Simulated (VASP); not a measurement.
# NaCl in VASP: relaxation of the atoms with PBEsol

Aim: the relaxation of the atoms of NaCl with PBEsol.

Program: VASP 6.6.1. These are calculated values, not measurements. Logs are shortened: lines on timing, memory, paths and dates and some standing lists are left out, and cuts for length are marked.

**1. The cell of the first run**

The cell holds a slab with vacuum, 6 atoms: a = 3.960 Å, b = 3.960 Å, c = 25.084 Å, α = 90.00°, β = 90.00°, γ = 120.00°.

**2. Relaxation of the atoms, PBEsol**

Input file INCAR:

```
SYSTEM = NaCl
PREC = Accurate ; ENCUT = 450
EDIFF = 1E-7 ; ISMEAR = 0
SIGMA = 0.05 ; LREAL = .FALSE.
LASPH = .TRUE. ; NELM = 120
ALGO = Normal ; ISIF = 2
LWAVE = .FALSE. ; LCHARG = .FALSE.
LDIPOL = .TRUE. ; IDIPOL = 3
DIPOL = 0.5 0.5 0.500 ; GGA = PS
IBRION = 2 ; NSW = 90
EDIFFG = -0.03 ; GGA_COMPAT = .FALSE.
NELMIN = 4 ; NELMDL = -8
```

Input file KPOINTS:

```
Automatic mesh
0
G
  9 9 1
  0 0 0
```

Input file POSCAR:

```
NaCl
1.0
    3.9601792175      0.0000000000      0.0000000000
   -1.9800896088      3.4296158059      0.0000000000
    0.0000000000      0.0000000000     25.0836819774
Cl Na
3 3
Selective dynamics
Direct
    0.3333333333      0.6666666667      0.3388657219  F F F
    0.0000000000      0.0000000000      0.4677731444  F F F
    0.6666666667      0.3333333333      0.5966805669  T T T
    0.6666666667      0.3333333333      0.4033194331  F F F
    0.3333333333      0.6666666667      0.5322268556  T T T
    0.0000000000      0.0000000000      0.6611342781  T T T
```

Potentials or basis: VASP PAW PBE potentials, release 64 (Cl, Na_pv).

Launch:

```console
$ cat potpaw_PBE.64/Cl/POTCAR potpaw_PBE.64/Na_pv/POTCAR > POTCAR
$ mpirun -np 1 vasp_std > vasp.out
```

OUTCAR:

```text
SYSTEM = NaCl
   PREC = Accurate
   ENCUT = 450
   EDIFF = 1E-7
   ISMEAR = 0
   LREAL = .FALSE.
   LASPH = .TRUE.
   NELM = 120
   ISIF = 2
   GGA = PS
   IBRION = 2
   NSW = 90
   EDIFFG = -0.03
   NELMIN = 4
   NELMDL = -8

 ion  position               nearest neighbor table
   1  0.333  0.667  0.339-
   2  0.000  0.000  0.468-
   3  0.667  0.333  0.597-
   4  0.667  0.333  0.403-
   5  0.333  0.667  0.532-
   6  0.000  0.000  0.661-

  LATTYP: Found a hexagonal cell.
 ALAT       =     3.9601792175
 C/A-ratio  =     6.3339764692

  Lattice vectors:

 A1 = (   3.9601792175,   0.0000000000,   0.0000000000)
 A2 = (  -1.9800896088,   3.4296158059,   0.0000000000)
 A3 = (   0.0000000000,   0.0000000000,  25.0836819774)

Analysis of symmetry for initial positions (statically):
=====================================================================
 Subroutine PRICEL returns:
 Original cell was already a primitive cell.

 Routine SETGRP: Setting up the symmetry group for a
 hexagonal supercell.

 Subroutine GETGRP returns: Found  6 space group operations
 (whereof  6 operations were pure point group operations)
 out of a pool of 24 trial point group operations.

The static configuration has the point symmetry C_3v.

Analysis of symmetry for dynamics (positions and initial velocities):
=====================================================================
 Subroutine PRICEL returns:
 Original cell was already a primitive cell.

 Routine SETGRP: Setting up the symmetry group for a
 hexagonal supercell.

 Subroutine GETGRP returns: Found  6 space group operations
 (whereof  6 operations were pure point group operations)
 out of a pool of 24 trial point group operations.

The dynamic configuration has the point symmetry C_3v.

Analysis of constrained symmetry for selective dynamics:
=====================================================================
 Subroutine PRICEL returns:
 Original cell was already a primitive cell.

[... 121 lines left out ...]
     AMIX     =   0.40;   BMIX     =  1.00
     AMIX_MAG =   1.60;   BMIX_MAG =  1.00
  volume/ion in A,a.u.               =      56.78       383.17
  Fermi-wavevector in a.u.,A,eV,Ry     =   0.814781  1.539712  9.032467  0.663868
  Thomas-Fermi vector in A             =   1.924750
   LORBIT       =      0    0 simple, 1 ext, 2 COOP (PROOUT), +10 PAW based schemes
   GGA     = PS    functional components
   LHFCALC =     F    Hartree Fock is set to
   AEXX    =    0.0000 exact exchange contribution
   IVDW    =     0    specifies the selected vdW correction
   LEPSILON=     F    determine dielectric tensor
   LRPA    =     F    only Hartree local field effects (RPA)
 conjugate gradient relaxation of ions
 non-spin polarized calculation
 Gauss-broadening in eV      SIGMA  =   0.05
  energy-cutoff  :      450.00
  volume of cell :      340.68
 maximum number of plane-waves:      7408
 NGX is ok and might be reduce to    28
   NGX = 13   NGY = 13   NGZ = 87

--------------------------------------- Ionic step        1  -------------------------------------------

 number of electron      42.0000015 magnetization

 Free energy of the ion-electron system (eV)
  ---------------------------------------------------
  ext. energy  EPLUGINS =         0.00000000
  ---------------------------------------------------
  free energy    TOTEN  =       -18.24645509 eV

  energy without entropy =      -18.23961994  energy(sigma->0) =      -18.24303752

------------------------ aborting loop because EDIFF is reached ----------------------------------------

  FORCE on cell =-STRESS in cart. coord.  units (eV):
  Direction    XX          YY          ZZ          XY          YZ          ZX
  --------------------------------------------------------------------------------------
  -------------------------------------------------------------------------------------
  Total       -0.5338045     -0.5338045     -0.8154345      0.0000000      0.0000000      0.0000000
  in kB       -2.5103901     -2.5103901     -3.8348472      0.0000000      0.0000000      0.0000000
  external PRESSURE =      -2.9518758 kB  Pullay stress =       0.0000000 kB
[... 101 lines left out ...]
  FREE ENERGIE OF THE ION-ELECTRON SYSTEM (eV)
  ---------------------------------------------------
  free  energy   TOTEN  =       -18.3686060075 eV

  energy  without entropy=      -18.3627445851  energy(sigma->0) =      -18.36567530

[... ionic steps 4 to 11 ...]

--------------------------------------- Ionic step       12  -------------------------------------------

 number of electron      42.0000015 magnetization

------------------------ aborting loop because EDIFF is reached ----------------------------------------
[... 75 lines left out ...]
--------------------------------------- Ionic step       14  -------------------------------------------

 number of electron      41.9999988 magnetization

 dipolmoment           0.000000      0.000000     -0.420708 electrons x Angstroem

 Free energy of the ion-electron system (eV)
  ---------------------------------------------------
  ext. energy  EPLUGINS =         0.00000000
  ---------------------------------------------------
  free energy    TOTEN  =       -18.39404592 eV

  energy without entropy =      -18.38892312  energy(sigma->0) =      -18.39148452

 E-fermi :  -2.6894     XC(G=0):  -3.9310

 val. band max:       -2.6949064934   @ k =   0.1111   0.1111   0.0000
 cond. band min:      -2.6162035883   @ k =   0.1111   0.0000   0.0000
 fundamental gap:      0.0787029052
 Fermi energy:        -2.6894038675

 k-point     1 :       0.0000    0.0000    0.0000
  band No.  band energies     occupation
      1     -28.0158      2.00000
      2     -27.9965      2.00000
      3     -27.9965      2.00000
      4     -26.6444      2.00000
      5     -26.6166      2.00000
      6     -26.6166      2.00000
[... 325 lines left out ...]
     24       0.8777      0.00000
     25       2.6260      0.00000

------------------------ aborting loop because EDIFF is reached ----------------------------------------

 vacuum level on the upper side and lower side of the slab       (xc-potential included)        -2.750         2.730

  FORCE on cell =-STRESS in cart. coord.  units (eV):
  Direction    XX          YY          ZZ          XY          YZ          ZX
  --------------------------------------------------------------------------------------
  -------------------------------------------------------------------------------------
  Total        0.4247879      0.4247879     -0.3834787     -0.0000000      0.0000000      0.0000000
  in kB        1.9977037      1.9977037     -1.8034340     -0.0000000      0.0000000      0.0000000
  external PRESSURE =       0.7306578 kB  Pullay stress =       0.0000000 kB
[... 21 lines left out ...]
  FREE ENERGIE OF THE ION-ELECTRON SYSTEM (eV)
  ---------------------------------------------------
  free  energy   TOTEN  =       -18.3940459183 eV

  energy  without entropy=      -18.3889231154  energy(sigma->0) =      -18.39148452

 reached required accuracy - stopping structural energy minimisation

 vacuum level on the upper side and lower side of the slab         0.268         5.872
```

CONTCAR:

```text
NaCl
   1.00000000000000
     3.9601792174999999    0.0000000000000000    0.0000000000000000
    -1.9800896088000000    3.4296158059000001    0.0000000000000000
     0.0000000000000000    0.0000000000000000   25.0836819774000013
  Cl              Na
     3     3
Selective dynamics
Direct
     0.3333333332999970    0.6666666667000030    0.3388657218999995   F   F   F
     0.0000000000000000    0.0000000000000000    0.4677731443999988   F   F   F
     0.6666666667000030    0.3333333332999970    0.6009066418010433   T   T   T
     0.6666666667000030    0.3333333332999970    0.4033194331000018   F   F   F
     0.3333333332999970    0.6666666667000030    0.5212861619578691   T   T   T
     0.0000000000000000    0.0000000000000000    0.6541299571976694   T   T   T

  0.00000000E+00  0.00000000E+00  0.00000000E+00
  0.00000000E+00  0.00000000E+00  0.00000000E+00
  0.00000000E+00  0.00000000E+00  0.00000000E+00
  0.00000000E+00  0.00000000E+00  0.00000000E+00
  0.00000000E+00  0.00000000E+00  0.00000000E+00
  0.00000000E+00  0.00000000E+00  0.00000000E+00
```

Run time: 21 min. Hardware: 1 thread of Intel Xeon Platinum 8375C at 2.90GHz (Ice Lake), shared host; peak memory 0.4 GiB.

What came out:

```yaml
Free_energy: -18.3940 eV
Energy_gained_by_relaxing: 24.6 meV/atom
Ionic_steps: 14
Band_gap_on_the_k_mesh: zero (bands 21 and 22 overlap by 0.11 eV)
```

The path:
| step | energy change (eV) | largest force on free atoms (eV/Å) | pressure (GPa) |
| --- | --- | --- | --- |
| 1 | 0.0000 | 0.6727 | -0.30 |
| 2 | -0.0415 | 0.5728 | -0.28 |
| 3 | -0.1222 | 0.2944 | -0.17 |
| 4 | -0.1046 | 0.4018 | 0.29 |
| 5 | -0.1420 | 0.1013 | 0.00 |
| 6 | -0.1421 | 0.0957 | -0.01 |
| 7 | -0.1437 | 0.0664 | -0.02 |
| 8 | -0.1450 | 0.0428 | -0.02 |
| 9 | -0.1453 | 0.0394 | -0.01 |
| 10 | -0.1460 | 0.0301 | 0.01 |
| 11 | -0.1470 | 0.0308 | 0.04 |
| 12 | -0.1467 | 0.0493 | 0.13 |
| 13 | -0.1472 | 0.0379 | 0.08 |
| 14 | -0.1476 | 0.0200 | 0.07 |

Final structure:
```
CELL_PARAMETERS angstrom
3.96018 0.00000 0.00000
-1.98009 3.42962 0.00000
0.00000 0.00000 25.08368
ATOMIC_POSITIONS crystal
Cl 0.33333 0.66667 0.33887
Cl 0.00000 0.00000 0.46777
Cl 0.66667 0.33333 0.60091
Na 0.66667 0.33333 0.40332
Na 0.33333 0.66667 0.52129
Na 0.00000 0.00000 0.65413
```

Caveat: the PAW data sets were made with another functional, which shifts forces and pressure a little.
